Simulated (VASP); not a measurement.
Wanted: the native input for a VASP 6.6.1 run.

```
Task                   : single point
Functional             : PBE
Potentials or basis    : VASP PAW PBE potentials, release 64 (Mo_sv)
Cutoff                 : 520 eV
k mesh                 : 16 × 16 × 16
Occupations            : gaussian, width 0.1 eV
Spin                   : no spin polarisation
Dipole correction      : no
Further INCAR settings : ALGO = Fast; EDIFF = 1e-07; NBANDS = 21
```

The structure of Mo lies in POSCAR:

```
Mo
1.0
    3.1131931529      0.0000000000      0.0000000000
    0.0000000000      3.1131931529      0.0000000000
    0.0000000000      0.0000000000      3.3502383168
Mo
2
Direct
    0.0000000000      0.0000000000      0.0000000000
    0.5000000000      0.5000000000      0.5000000000
```

This cell differs from its parent crystal: uniaxial strain along c: +6.0 %.

One way to write it, as run:

INCAR

```
PREC = Accurate
ENCUT = 520
EDIFF = 1E-7
ISMEAR = 0
SIGMA = 0.1
LREAL = F
LASPH = T
NELM = 60
ALGO = Fast
ISIF = 2
LWAVE = F
LCHARG = F
GGA = PE
NBANDS = 21
```

KPOINTS

```
regular mesh
0
Gamma
  16 16 16
```

Potentials or basis: VASP PAW PBE potentials, release 64 (Mo_sv).

Launch:

```console
$ cat potpaw_PBE.64/Mo_sv/POTCAR > POTCAR
$ mpirun -np 1 vasp_std > vasp.out
```

It gave:

The pressure is -5.7 GPa and the band gap on the k mesh is zero (bands 14 and 15 overlap by 2.61 eV).

Caveat: the cell differs from its parent crystal (uniaxial strain along c: +6.0 %); the cell stands under tension.

Wall time 100 s on 1 thread of Intel(R) Xeon(R) Platinum 8559C (Emerald Rapids), on a shared host, peak memory 0.3 GiB.
